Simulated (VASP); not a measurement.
# Cu (Fm-3m) in VASP: a series of runs

The runs below take Cu through relaxation of cell and atoms, single point, with PBEsol.

Program: VASP 6.6.1. These are calculated values, not measurements. Logs are shortened: lines on timing, memory, paths and dates and some standing lists are left out, and cuts for length are marked.

**1. The cell of the first run**

Symmetry: Fm-3m, No. 225, cubic system. The conventional cell has a = 3.564 Å, b = 3.564 Å, c = 3.564 Å, α = 90.00°, β = 90.00°, γ = 90.00°. Within 3.3 Å of Cu (site symmetry m-3m) lie 12 Cu at 2.52 Å.

**2. Relaxation of cell and atoms, PBEsol**

INCAR

```
PREC = Accurate ; ENCUT = 600
EDIFF = 1E-6 ; ISMEAR = 0
SIGMA = 0.1 ; LREAL = F
LASPH = T ; NELM = 80
ALGO = Fast ; ISIF = 3
LWAVE = F ; LCHARG = F
GGA = PS ; IBRION = 2
NSW = 100 ; EDIFFG = -0.002
```

KPOINTS

```
regular mesh
0
Gamma
  16 16 16
```

POSCAR

```
Cu
1.0
    0.0000000000      1.7818426866      1.7818426866
    1.7818426866      0.0000000000      1.7818426866
    1.7818426866      1.7818426866      0.0000000000
Cu
1
Direct
    0.0000000000      0.0000000000      0.0000000000
```

Potentials or basis: VASP PAW PBE potentials, release 64 (Cu).

Started as:

```console
cat potpaw_PBE.64/Cu/POTCAR > POTCAR
mpirun -np 1 vasp_std > vasp.out
```

OUTCAR:

```text
PREC = Accurate
   ENCUT = 600
   EDIFF = 1E-6
   ISMEAR = 0
   LREAL = F
   LASPH = T
   NELM = 80
   ISIF = 3
   GGA = PS
   IBRION = 2
   NSW = 100
   EDIFFG = -0.002

 ion  position               nearest neighbor table
   1  0.000  0.000  0.000-

  LATTYP: Found a face centered cubic cell.
 ALAT       =     3.5636853732

  Lattice vectors:

 A1 = (   0.0000000000,   1.7818426866,   1.7818426866)
 A2 = (   1.7818426866,   0.0000000000,   1.7818426866)
 A3 = (   1.7818426866,   1.7818426866,   0.0000000000)

Analysis of symmetry for initial positions (statically):
=====================================================================
 Subroutine PRICEL returns:
 Original cell was already a primitive cell.

 Routine SETGRP: Setting up the symmetry group for a
 face centered cubic supercell.

 Subroutine GETGRP returns: Found 48 space group operations
 (whereof 48 operations were pure point group operations)
 out of a pool of 48 trial point group operations.

The static configuration has the point symmetry O_h .

Analysis of symmetry for dynamics (positions and initial velocities):
=====================================================================
 Subroutine PRICEL returns:
 Original cell was already a primitive cell.

 Routine SETGRP: Setting up the symmetry group for a
 face centered cubic supercell.

 Subroutine GETGRP returns: Found 48 space group operations
 (whereof 48 operations were pure point group operations)
 out of a pool of 48 trial point group operations.

The dynamic configuration has the point symmetry O_h .

 Subroutine INISYM returns: Found 48 space group operations
 (whereof 48 operations are pure point group operations),
 and found     1 'primitive' translations

----------------------------------------------------------------------------------------

                                     Primitive cell

  volume of cell :      11.3146

  direct lattice vectors                    reciprocal lattice vectors
     0.000000000  1.781842687  1.781842687    -0.280608386  0.280608386  0.280608386
     1.781842687  0.000000000  1.781842687     0.280608386 -0.280608386  0.280608386
     1.781842687  1.781842687  0.000000000     0.280608386  0.280608386 -0.280608386

  length of vectors
     2.519906093  2.519906093  2.519906093     0.486027981  0.486027981  0.486027981

  position of ions in fractional coordinates (direct lattice)
     0.000000000  0.000000000  0.000000000

  ion indices of the primitive-cell ions
   primitive index   ion index
                 1           1

----------------------------------------------------------------------------------------

 KPOINTS: regular mesh

Automatic generation of k-mesh.
 Grid dimensions read from file:
 generate k-points for:   16   16   16

 Generating k-lattice:

  Cartesian coordinates                     Fractional coordinates (reciprocal lattice)
    -0.017538024  0.017538024  0.017538024     0.062500000  0.000000000  0.000000000
     0.017538024 -0.017538024  0.017538024     0.000000000  0.062500000  0.000000000
     0.017538024  0.017538024 -0.017538024     0.000000000  0.000000000  0.062500000

  Length of vectors
     0.030376749  0.030376749  0.030376749

  Shift w.r.t. Gamma in fractional coordinates (k-lattice)
     0.000000000  0.000000000  0.000000000

 Subroutine IBZKPT returns following result:
 ===========================================

 Found    145 irreducible k-points:

 Following reciprocal coordinates:
            Coordinates               Weight
  0.000000  0.000000  0.000000      1.000000
  0.062500  0.000000  0.000000      8.000000
  0.125000  0.000000  0.000000      8.000000
  0.187500  0.000000  0.000000      8.000000
  0.250000  0.000000  0.000000      8.000000
  0.312500  0.000000  0.000000      8.000000
[... 16 lines left out ...]
 -0.125000  0.062500  0.000000     24.000000
 -0.062500  0.062500  0.000000     12.000000
 [... further k-points ...]
   k-points           NKPTS =    145   k-points in BZ     NKDIM =    145   number of bands    NBANDS=      9
   number of dos      NEDOS =    301   number of ions     NIONS =      1
   total plane-waves  NPLWV =   8000
   dimension x,y,z NGX =    20 NGY =   20 NGZ =   20
   dimension x,y,z NGXF=    40 NGYF=   40 NGZF=   40
   ions per type =               1
   NGX,Y,Z   is equivalent  to a cutoff of  13.19, 13.19, 13.19 a.u.
   NGXF,Y,Z  is equivalent  to a cutoff of  26.39, 26.39, 26.39 a.u.
 SYSTEM =  unknown system
   PREC   = accura    normal or accurate (medium, high low for compatibility)
   ISTART =      0    job   : 0-new  1-cont  2-samecut
   ICHARG =      2    charge: 1-file 2-atom 10-const
   ISPIN  =      1    spin polarized calculation?
   LNONCOLLINEAR =      F non collinear calculations
   LSORBIT =      F    spin-orbit coupling
   LASPH  =      T    aspherical Exc in radial PAW
   ENCUT  =  600.0 eV  44.10 Ry    6.64 a.u.   5.03  5.03  5.03*2*pi/ulx,y,z
   NELM   =     80;   NELMIN=  2; NELMDL= -5     # of ELM steps
   EDIFF  = 0.1E-05   stopping-criterion for ELM
   LREAL  =      F    real-space projection
   EDIFFG = -.2E-02   stopping-criterion for IOM
   NSW    =    100    number of steps for IOM
   IBRION =      2    ionic relax: 0-MD 1-quasi-New 2-CG
   NFREE  =      1    steps in history (QN), initial steepest desc. (CG)
   ISIF   =      3    stress and relaxation
   ISYM   =      2    0-nonsym 1-usesym 2-fastsym
   POTIM  = 0.5000    time-step for ionic-motion
   TEBEG  =    0.0;   TEEND  =   0.0 temperature during run
   PSTRESS=    0.0 pullay stress
   NELECT =      11.0000    total number of electrons
   NUPDOWN=      -1.0000    fix difference up-down
   EMIN   =  10.00;   EMAX   =-10.00  energy-range for DOS
   EFERMI =   0.00;   METHOD = LEGACY
   ISMEAR =     0;   SIGMA  =   0.10  broadening in eV -4-tet -1-fermi 0-gaus
   EFERMI_NEDOS =   21; number of points for ismear=-14 and -15
   IALGO  =     68    algorithm
   IMIX   =      4    mixing-type and parameters
     AMIX     =   0.40;   BMIX     =  1.00
     AMIX_MAG =   1.60;   BMIX_MAG =  1.00
  volume/ion in A,a.u.               =      11.31        76.35
  Fermi-wavevector in a.u.,A,eV,Ry     =   1.621784  3.064728 35.785821  2.630184
  Thomas-Fermi vector in A             =   2.715504
   LORBIT       =      0    0 simple, 1 ext, 2 COOP (PROOUT), +10 PAW based schemes
   GGA     = PS    functional components
   LHFCALC =     F    Hartree Fock is set to
   AEXX    =    0.0000 exact exchange contribution
   IVDW    =     0    specifies the selected vdW correction
   LEPSILON=     F    determine dielectric tensor
   LRPA    =     F    only Hartree local field effects (RPA)
 conjugate gradient relaxation of ions
 non-spin polarized calculation
 RMM-DIIS sequential band-by-band and
 Gauss-broadening in eV      SIGMA  =   0.10
  energy-cutoff  :      600.00
  volume of cell :       11.31
 maximum number of plane-waves:       391
   NGX =  9   NGY =  9   NGZ =  9

--------------------------------------- Ionic step        1  -------------------------------------------

 number of electron      11.0000013 magnetization

 Free energy of the ion-electron system (eV)
  ---------------------------------------------------
  ext. energy  EPLUGINS =         0.00000000
  ---------------------------------------------------
  free energy    TOTEN  =        -4.30914020 eV

  energy without entropy =       -4.30759617  energy(sigma->0) =       -4.30836818

------------------------ aborting loop because EDIFF is reached ----------------------------------------

  FORCE on cell =-STRESS in cart. coord.  units (eV):
  Direction    XX          YY          ZZ          XY          YZ          ZX
  --------------------------------------------------------------------------------------
  -------------------------------------------------------------------------------------
  Total        0.0783371      0.0783371      0.0783371      0.0000000     -0.0000000      0.0000000
  in kB       11.0927737     11.0927737     11.0927737      0.0000000     -0.0000000      0.0000000
  external PRESSURE =      11.0927737 kB  Pullay stress =       0.0000000 kB
[... 90 lines left out ...]
  energy  without entropy=       -4.3077491564  energy(sigma->0) =       -4.30852299

--------------------------------------- Ionic step        4  -------------------------------------------

 number of electron      11.0000013 magnetization

 Free energy of the ion-electron system (eV)
  ---------------------------------------------------
  ext. energy  EPLUGINS =         0.00000000
  ---------------------------------------------------
  free energy    TOTEN  =        -4.30929503 eV

  energy without entropy =       -4.30774698  energy(sigma->0) =       -4.30852101

 E-fermi :   7.8283     XC(G=0): -13.1257

 val. band max:        7.8177525723   @ k =   0.5000   0.1875   0.0625
 cond. band min:       7.8902764375   @ k =   0.5000   0.3125   0.1250
 fundamental gap:      0.0725238652
 Fermi energy:         7.8282544739

 k-point     1 :       0.0000    0.0000    0.0000
  band No.  band energies     occupation
      1      -1.8079      2.00000
      2       4.7286      2.00000
      3       4.7286      2.00000
      4       4.7286      2.00000
      5       5.6101      2.00000
      6       5.6101      2.00000
      7      30.7480      0.00000
      8      33.6528      0.00000
      9      33.6528      0.00000
[... 265 lines left out ...]
 k-point    24 :      -0.0625    0.0625    0.0000
  band No.  band energies     occupation
      1      -1.4203      2.00000
      2       4.6369      2.00000
      3       4.7984      2.00000
      4       4.8125      2.00000
      5       5.5426      2.00000
      6       5.6240      2.00000
      7      28.8621      0.00000
      8      30.0711      0.00000
      9      32.6471      0.00000

 [... further k-points ...]

------------------------ aborting loop because EDIFF is reached ----------------------------------------

  FORCE on cell =-STRESS in cart. coord.  units (eV):
  Direction    XX          YY          ZZ          XY          YZ          ZX
  --------------------------------------------------------------------------------------
  -------------------------------------------------------------------------------------
  Total       -0.0019525     -0.0019525     -0.0019525      0.0000000     -0.0000000     -0.0000000
  in kB       -0.2749048     -0.2749048     -0.2749048      0.0000000     -0.0000000     -0.0000000
  external PRESSURE =      -0.2749048 kB  Pullay stress =       0.0000000 kB
[... 16 lines left out ...]
  FREE ENERGIE OF THE ION-ELECTRON SYSTEM (eV)
  ---------------------------------------------------
  free  energy   TOTEN  =        -4.3092950349 eV

  energy  without entropy=       -4.3077469801  energy(sigma->0) =       -4.30852101

 reached required accuracy - stopping structural energy minimisation
```

Run time: 76 s. Hardware: 1 thread of AMD EPYC, shared host; peak memory 0.11 GiB.

What came out:

```yaml
Free_energy: -4.3093 eV
Relaxed_volume: 11.38 Å³/atom
Relaxed_cell: a = 2.525 Å, b = 2.525 Å, c = 2.525 Å, α = 60.00°, β = 60.00°, γ = 60.00°
Space_group_after_relaxing_to_0.05_Å: Fm-3m (No. 225)
Energy_gained_by_relaxing: 0.2 meV/atom
Ionic_steps: 4
Pressure_after_relaxing: 0.0 GPa
```

Step by step:
| step | energy change (eV) | largest force (eV/Å) | pressure (GPa) | volume (Å³) |
| --- | --- | --- | --- | --- |
| 1 | 0.0000 | 0.0000 | 1.11 | 11.31 |
| 2 | 0.0001 | 0.0000 | -1.25 | 11.44 |
| 3 | -0.0002 | 0.0000 | 0.10 | 11.37 |
| 4 | -0.0002 | 0.0000 | -0.03 | 11.38 |

Final structure:
```yaml
crystal:
  lattice:
    - [0.00000, 1.78525, 1.78525]
    - [1.78525, 0.00000, 1.78525]
    - [1.78525, 1.78525, 0.00000]
  atoms:
    - { symbol: Cu, position: [0.00000, 0.00000, 0.00000] }
```

Caveat: the PAW data sets were made with another functional, which shifts forces and pressure a little.

**3. Relaxation of cell and atoms, PBEsol**

INCAR

```
SYSTEM = Cu
PREC = Accurate
ENCUT = 600
EDIFF = 1E-7
ISMEAR = -1
SIGMA = 0.15
LREAL = .False.
LASPH = .True.
NELM = 100
ALGO = Fast
ISIF = 3
LWAVE = .False.
LCHARG = .False.
GGA = PS
IBRION = 2
NSW = 80
EDIFFG = -0.001
```

KPOINTS

```
regular mesh
0
Gamma
  16 16 16
  0 0 0
```

POSCAR

```
Cu
1.0
    0.0000000000      1.7820435792      1.7820435792
    1.7820435792      0.0000000000      1.7820435792
    1.7820435792      1.7820435792      0.0000000000
Cu
1
Direct
    0.0000000000      0.0000000000      0.0000000000
```

Potentials or basis: VASP PAW PBE potentials, release 64 (Cu).

Started as:

```console
cat potpaw_PBE.64/Cu/POTCAR > POTCAR
mpirun -np 1 vasp_std > vasp.out
```

Run time: 76 s. Hardware: 1 thread of AMD EPYC, shared host; peak memory 0.11 GiB.

The run converged. Its results:

```yaml
Free_energy: -4.3198 eV
Relaxed_volume: 11.38 Å³/atom
Relaxed_cell: a = 2.524 Å, b = 2.524 Å, c = 2.524 Å, α = 60.00°, β = 60.00°, γ = 60.00°
Space_group_after_relaxing_to_0.05_Å: Fm-3m (No. 225)
Energy_gained_by_relaxing: 0.1 meV/atom
Ionic_steps: 3
Pressure_after_relaxing: 0.0 GPa
```

Step by step:
| step | energy change (eV) | largest force (eV/Å) | pressure (GPa) | volume (Å³) |
| --- | --- | --- | --- | --- |
| 1 | 0.0000 | 0.0000 | 0.71 | 11.32 |
| 2 | -0.0001 | 0.0000 | -0.50 | 11.40 |
| 3 | -0.0001 | 0.0000 | 0.01 | 11.38 |

Final structure:
```yaml
crystal:
  lattice:
    - [0.00000, 1.78504, 1.78504]
    - [1.78504, 0.00000, 1.78504]
    - [1.78504, 1.78504, 0.00000]
  atoms:
    - { symbol: Cu, position: [0.00000, 0.00000, 0.00000] }
```

Levels at points of the mesh, in eV from the Fermi level:
| k point | band 2 | band 3 | band 4 | band 5 | band 6 | band 7 | band 8 | band 9 |
| --- | --- | --- | --- | --- | --- | --- | --- | --- |
| (0.00, 0.00, 0.00) | -3.14 | -3.14 | -3.14 | -2.26 | -2.26 | 22.89 | 25.80 | 25.80 |
| (0.50, 0.00, 0.00) | -3.17 | -3.17 | -1.66 | -1.66 | -1.14 | 3.94 | 21.36 | 22.61 |
| (0.50, 0.50, 0.00) | -4.62 | -1.67 | -1.51 | -1.51 | 1.43 | 7.37 | 13.33 | 13.33 |

Caveat: the PAW data sets were made with another functional, which shifts forces and pressure a little. Zero-point motion and thermal expansion aren't in these numbers.

**4. Single point, PBEsol**

This run uses another cell than the first one, of 12.16 Å³/atom, 1.074 times its volume.

INCAR

```
SYSTEM = Cu
  PREC = Accurate
  ENCUT = 520
  EDIFF = 1E-7
  ISMEAR = 0
  SIGMA = 0.1
  LREAL = .False.
  LASPH = .True.
  NELM = 60
  ALGO = Normal
  ISIF = 2
  LWAVE = .False.
  LCHARG = .True.
  GGA = PS
  LELF = .True.
  LVHAR = .True.
  NBANDS = 12
```

KPOINTS

```
Automatic mesh
0
Gamma
  8 8 8
  0 0 0
```

POSCAR

```
Cu
1.0
    0.0000000000      1.8250000000      1.8250000000
    1.8250000000      0.0000000000      1.8250000000
    1.8250000000      1.8250000000      0.0000000000
Cu
1
Direct
    0.0000000000      0.0000000000      0.0000000000
```

Started as:

```console
cat potpaw_PBE.64/Cu/POTCAR > POTCAR
mpirun -np 1 vasp_std > vasp.out
```

Run time: 9.7 s. Hardware: 1 thread of Intel Xeon 6975P-C, shared host; peak memory 0.09 GiB.

It converged, with:

```
Free energy : -4.2553 eV
Pressure    : -8.6 GPa
```

Levels at points of the mesh, in eV from the Fermi level:
| k point | band 4 | band 5 | band 6 | band 7 | band 8 | band 9 |
| --- | --- | --- | --- | --- | --- | --- |
| (0.00, 0.00, 0.00) | -2.84 | -2.05 | -2.05 | 22.44 | 24.83 | 24.83 |
| (0.50, 0.00, 0.00) | -1.50 | -1.50 | -0.87 | 3.69 | 20.94 | 21.66 |
| (0.50, 0.50, 0.00) | -1.37 | -1.37 | 1.57 | 6.99 | 12.90 | 12.90 |

Caveat: the k points lie up to 0.37 Å⁻¹ apart; the PAW data sets were made with another functional, which shifts forces and pressure a little.

(Continued in part 2 of 2.)
